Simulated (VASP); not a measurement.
# FeB3 (I4/mmm) in VASP: a series of runs

Runs on FeB3. Level: PBE. Tasks: single point, relaxation of cell and atoms.

Program: VASP 6.6.1. These are calculated values, not measurements. Logs are shortened: lines on timing, memory, paths and dates and some standing lists are left out, and cuts for length are marked.

## 1. The cell of the first run

The structure is tetragonal, space group I4/mmm (No. 139). Conventional cell: a = 2.922 Å, b = 2.922 Å, c = 6.329 Å, α = 90.00°, β = 90.00°, γ = 90.00°. Fe (site symmetry 4/mmm) has 12 B at 2.07 to 2.15 Å within 2.7 Å. Within 2.7 Å of B (site symmetry 4/mmm) lie 4 Fe at 2.07 Å and 8 B at 2.15 Å. Within 2.7 Å of B (site symmetry -4m2) lie 8 B at 2.07 to 2.15 Å and 4 Fe at 2.15 Å.

## 2. Single point, PBE

Contents of INCAR:

```
SYSTEM = FeB3
ALGO = Normal
EDIFF = 1E-7
ENCUT = 520
GGA = PE
ISIF = 2
ISMEAR = 0
LASPH = .TRUE.
LCHARG = .FALSE.
LREAL = .FALSE.
LWAVE = .FALSE.
NBANDS = 16
NELM = 80
PREC = Accurate
SIGMA = 0.1
```

Contents of KPOINTS:

```
k-points
0
G
  22 22 22
  0 0 0
```

Contents of POSCAR:

```
FeB3
1.0
   -1.4610009055      1.4610009055      3.1642851380
    1.4610009055     -1.4610009055      3.1642851380
    1.4610009055      1.4610009055     -3.1642851380
Fe B
1 3
Direct
    0.0000000000      0.0000000000      0.0000000000
    0.5000000000      0.5000000000      0.0000000000
    0.2500000000      0.7500000000      0.5000000000
    0.7500000000      0.2500000000      0.5000000000
```

Potentials or basis: VASP PAW PBE potentials, release 64 (Fe, B).

The run is started by

```console
> cat potpaw_PBE.64/Fe/POTCAR potpaw_PBE.64/B/POTCAR > POTCAR
> mpirun -np 1 vasp_std > vasp.out
```

OUTCAR:

```text
SYSTEM = FeB3
   EDIFF = 1E-7
   ENCUT = 520
   GGA = PE
   ISIF = 2
   ISMEAR = 0
   LASPH = .TRUE.
   LREAL = .FALSE.
   NELM = 80
   PREC = Accurate

 ion  position               nearest neighbor table
   1  0.000  0.000  0.000-   2 2.07   2 2.07   2 2.07   2 2.07   4 2.15   3 2.15   4 2.15   3 2.15
                             4 2.15   4 2.15   3 2.15   3 2.15
   2  0.500  0.500  0.000-   1 2.07   1 2.07   1 2.07   1 2.07   4 2.15   3 2.15   4 2.15   3 2.15
                             3 2.15   3 2.15   4 2.15   4 2.15
   3  0.250  0.750  0.500-   4 2.07   4 2.07   4 2.07   4 2.07   2 2.15   1 2.15   2 2.15   1 2.15
                             1 2.15   1 2.15   2 2.15   2 2.15
   4  0.750  0.250  0.500-   3 2.07   3 2.07   3 2.07   3 2.07   2 2.15   1 2.15   2 2.15   1 2.15
                             2 2.15   2 2.15   1 2.15   1 2.15

  LATTYP: Found a body centered tetragonal cell.
 ALAT       =     2.9220018110
 C/A-ratio  =     2.1658337966

  Lattice vectors:

 A1 = (  -1.4610009055,   1.4610009055,   3.1642851380)
 A2 = (   1.4610009055,  -1.4610009055,   3.1642851380)
 A3 = (   1.4610009055,   1.4610009055,  -3.1642851380)

Analysis of symmetry for initial positions (statically):
=====================================================================
 Subroutine PRICEL returns:
 Original cell was already a primitive cell.

 Routine SETGRP: Setting up the symmetry group for a
 body centered tetragonal supercell.

 Subroutine GETGRP returns: Found 16 space group operations
 (whereof 16 operations were pure point group operations)
 out of a pool of 16 trial point group operations.

The static configuration has the point symmetry D_4h.

Analysis of symmetry for dynamics (positions and initial velocities):
=====================================================================
 Subroutine PRICEL returns:
 Original cell was already a primitive cell.

 Routine SETGRP: Setting up the symmetry group for a
 body centered tetragonal supercell.

 Subroutine GETGRP returns: Found 16 space group operations
 (whereof 16 operations were pure point group operations)
 out of a pool of 16 trial point group operations.

The dynamic configuration has the point symmetry D_4h.

 Subroutine INISYM returns: Found 16 space group operations
 (whereof 16 operations are pure point group operations),
 and found     1 'primitive' translations

----------------------------------------------------------------------------------------

                                     Primitive cell

  volume of cell :      27.0170

  direct lattice vectors                    reciprocal lattice vectors
    -1.461000905  1.461000905  3.164285138     0.000000000  0.342231136  0.158013573
     1.461000905 -1.461000905  3.164285138     0.342231136  0.000000000  0.158013573
     1.461000905  1.461000905 -3.164285138     0.342231136  0.342231136  0.000000000

  length of vectors
     3.779119967  3.779119967  3.779119967     0.376948856  0.376948856  0.483987914

  position of ions in fractional coordinates (direct lattice)
     0.000000000  0.000000000  0.000000000
     0.500000000  0.500000000  0.000000000
     0.250000000  0.750000000  0.500000000
     0.750000000  0.250000000  0.500000000

  ion indices of the primitive-cell ions
   primitive index   ion index
                 1           1
                 2           2
                 3           3
                 4           4

----------------------------------------------------------------------------------------

 KPOINTS: k-points

Automatic generation of k-mesh.
 Grid dimensions read from file:
 generate k-points for:   22   22   22

 Generating k-lattice:

  Cartesian coordinates                     Fractional coordinates (reciprocal lattice)
     0.000000000  0.015555961  0.007182435     0.045454545  0.000000000  0.000000000
     0.015555961  0.000000000  0.007182435     0.000000000  0.045454545  0.000000000
     0.015555961  0.015555961  0.000000000     0.000000000  0.000000000  0.045454545

  Length of vectors
     0.017134039  0.017134039  0.021999451

  Shift w.r.t. Gamma in fractional coordinates (k-lattice)
     0.000000000  0.000000000  0.000000000

 Subroutine IBZKPT returns following result:
 ===========================================

 Found    834 irreducible k-points:

 Following reciprocal coordinates:
            Coordinates               Weight
  0.000000  0.000000  0.000000      1.000000
  0.045455 -0.000000  0.000000      8.000000
  0.090909 -0.000000  0.000000      8.000000
  0.136364  0.000000  0.000000      8.000000
  0.181818  0.000000 -0.000000      8.000000
  0.227273  0.000000  0.000000      8.000000
[... 16 lines left out ...]
  0.500000  0.045455  0.000000     16.000000
 -0.454545  0.045455  0.000000     16.000000
 [... further k-points ...]
   k-points           NKPTS =    834   k-points in BZ     NKDIM =    834   number of bands    NBANDS=     16
   number of dos      NEDOS =    301   number of ions     NIONS =      4
   total plane-waves  NPLWV =  21952
   dimension x,y,z NGX =    28 NGY =   28 NGZ =   28
   dimension x,y,z NGXF=    56 NGYF=   56 NGZF=   56
   ions per type =               1   3
   NGX,Y,Z   is equivalent  to a cutoff of  12.32, 12.32, 12.32 a.u.
   NGXF,Y,Z  is equivalent  to a cutoff of  24.63, 24.63, 24.63 a.u.
 SYSTEM =  FeB3
   PREC   = accura    normal or accurate (medium, high low for compatibility)
   ISTART =      0    job   : 0-new  1-cont  2-samecut
   ICHARG =      2    charge: 1-file 2-atom 10-const
   ISPIN  =      1    spin polarized calculation?
   LNONCOLLINEAR =      F non collinear calculations
   LSORBIT =      F    spin-orbit coupling
   LASPH  =      T    aspherical Exc in radial PAW
   ENCUT  =  520.0 eV  38.22 Ry    6.18 a.u.   7.03  7.03  7.03*2*pi/ulx,y,z
   NELM   =     80;   NELMIN=  2; NELMDL= -5     # of ELM steps
   EDIFF  = 0.1E-06   stopping-criterion for ELM
   LREAL  =      F    real-space projection
   EDIFFG = 0.1E-05   stopping-criterion for IOM
   NSW    =      0    number of steps for IOM
   IBRION =     -1    ionic relax: 0-MD 1-quasi-New 2-CG
   NFREE  =      0    steps in history (QN), initial steepest desc. (CG)
   ISIF   =      2    stress and relaxation
   ISYM   =      2    0-nonsym 1-usesym 2-fastsym
   POTIM  = 0.5000    time-step for ionic-motion
   TEBEG  =    0.0;   TEEND  =   0.0 temperature during run
   PSTRESS=    0.0 pullay stress
   NELECT =      17.0000    total number of electrons
   NUPDOWN=      -1.0000    fix difference up-down
   EMIN   =  10.00;   EMAX   =-10.00  energy-range for DOS
   EFERMI =   0.00;   METHOD = LEGACY
   ISMEAR =     0;   SIGMA  =   0.10  broadening in eV -4-tet -1-fermi 0-gaus
   EFERMI_NEDOS =   21; number of points for ismear=-14 and -15
   IALGO  =     38    algorithm
   IMIX   =      4    mixing-type and parameters
     AMIX     =   0.40;   BMIX     =  1.00
     AMIX_MAG =   1.60;   BMIX_MAG =  1.00
  volume/ion in A,a.u.               =       6.75        45.58
  Fermi-wavevector in a.u.,A,eV,Ry     =   1.402853  2.651008 26.776233  1.967998
  Thomas-Fermi vector in A             =   2.525574
   LORBIT       =      0    0 simple, 1 ext, 2 COOP (PROOUT), +10 PAW based schemes
   GGA     = PE    functional components
   LHFCALC =     F    Hartree Fock is set to
   AEXX    =    0.0000 exact exchange contribution
   IVDW    =     0    specifies the selected vdW correction
   LEPSILON=     F    determine dielectric tensor
   LRPA    =     F    only Hartree local field effects (RPA)
 non-spin polarized calculation
 Gauss-broadening in eV      SIGMA  =   0.10
  energy-cutoff  :      520.00
  volume of cell :       27.02
 maximum number of plane-waves:       756
   NGX = 15   NGY = 15   NGZ = 15

 number of electron      17.0000002 magnetization

 Free energy of the ion-electron system (eV)
  ---------------------------------------------------
  ext. energy  EPLUGINS =         0.00000000
  ---------------------------------------------------
  free energy    TOTEN  =       -27.02160549 eV

  energy without entropy =      -27.01401996  energy(sigma->0) =      -27.01781273

 E-fermi :   9.6731     XC(G=0): -13.4484

 val. band max:        9.6709489816   @ k =  -0.4091   0.4091   0.1364
 cond. band min:       9.6730818601   @ k =  -0.3636   0.1364   0.0909
 fundamental gap:      0.0021328785
 Fermi energy:         9.6730747346

 k-point     1 :       0.0000    0.0000    0.0000
  band No.  band energies     occupation
      1      -6.8679      2.00000
      2       3.5493      2.00000
      3       4.3391      2.00000
      4       4.6732      2.00000
      5       4.6732      2.00000
      6       4.8955      2.00000
[... 8 lines left out ...]
     15      16.1299      0.00000
     16      19.1754      0.00000

 k-point     2 :       0.0455   -0.0000    0.0000
  band No.  band energies     occupation
      1      -6.8298      2.00000
      2       3.3348      2.00000
      3       4.4424      2.00000
      4       4.6993      2.00000
      5       4.7372      2.00000
      6       4.8671      2.00000
[... 8 lines left out ...]
     15      16.1241      0.00000
     16      19.0236      0.00000

 k-point     3 :       0.0909   -0.0000    0.0000
  band No.  band energies     occupation
      1      -6.7157      2.00000
      2       2.9253      2.00000
      3       4.3824      2.00000
      4       4.7756      2.00000
      5       4.7783      2.00000
      6       5.0647      2.00000
[... 8 lines left out ...]
     15      16.1005      0.00000
     16      18.6073      0.00000
[... 362 lines left out ...]
 k-point    23 :       0.5000    0.0455    0.0000
  band No.  band energies     occupation
      1      -2.7161      2.00000
      2      -2.4461      2.00000
      3       1.8097      2.00000
      4       4.4519      2.00000
      5       4.8385      2.00000
      6       6.5081      2.00000
[... 8 lines left out ...]
     15      17.3309      0.00000
     16      17.6543      0.00000

 k-point    24 :      -0.4545    0.0455    0.0000
  band No.  band energies     occupation
      1      -3.3734      2.00000
      2      -1.7529      2.00000
      3       1.9083      2.00000
      4       4.4388      2.00000
      5       4.8737      2.00000
      6       6.4956      2.00000
[... 8 lines left out ...]
     15      17.2308      0.00000
     16      17.3988      0.00000

 [... further k-points ...]

------------------------ aborting loop because EDIFF is reached ----------------------------------------

  FORCE on cell =-STRESS in cart. coord.  units (eV):
  Direction    XX          YY          ZZ          XY          YZ          ZX
  --------------------------------------------------------------------------------------
  -------------------------------------------------------------------------------------
  Total        0.1293970      0.1293970      0.1072619      0.0000000     -0.0000000      0.0000000
  in kB        7.6735822      7.6735822      6.3609158      0.0000000     -0.0000000      0.0000000
  external PRESSURE =       7.2360268 kB  Pullay stress =       0.0000000 kB

 VOLUME and BASIS-vectors are now :
 -----------------------------------------------------------------------------
  energy-cutoff  :      520.00
  volume of cell :       27.02
      direct lattice vectors                 reciprocal lattice vectors
    -1.461000905  1.461000905  3.164285138     0.000000000  0.342231136  0.158013573
     1.461000905 -1.461000905  3.164285138     0.342231136  0.000000000  0.158013573
     1.461000905  1.461000905 -3.164285138     0.342231136  0.342231136  0.000000000

 POSITION                                       TOTAL-FORCE (eV/Angst)
 -----------------------------------------------------------------------------------
      0.00000      0.00000      0.00000        -0.000000      0.000000     -0.000000
      0.00000      0.00000      3.16429        -0.000000      0.000000     -0.000000
      1.46100     -0.00000      1.58214         0.000000     -0.000000      0.000000
     -0.00000      1.46100      1.58214         0.000000      0.000000      0.000000
 -----------------------------------------------------------------------------------
    total drift:                               -0.000000     -0.000000     -0.000000

  FREE ENERGIE OF THE ION-ELECTRON SYSTEM (eV)
  ---------------------------------------------------
  free  energy   TOTEN  =       -27.0216054893 eV

  energy  without entropy=      -27.0140199647  energy(sigma->0) =      -27.01781273
```

Run time: 11 min. Hardware: 1 thread of Intel Xeon 8259CL, shared host; peak memory 0.46 GiB.

Results:

```yaml
Free_energy: -27.0216 eV
Pressure: 0.7 GPa
Band_gap_on_the_k_mesh: zero (an odd number of electrons rules out a gap without spin polarisation)
```

Caveat: the run has no spin polarisation, though such a crystal can be magnetic.

(Part 1 of 2 ends here.)
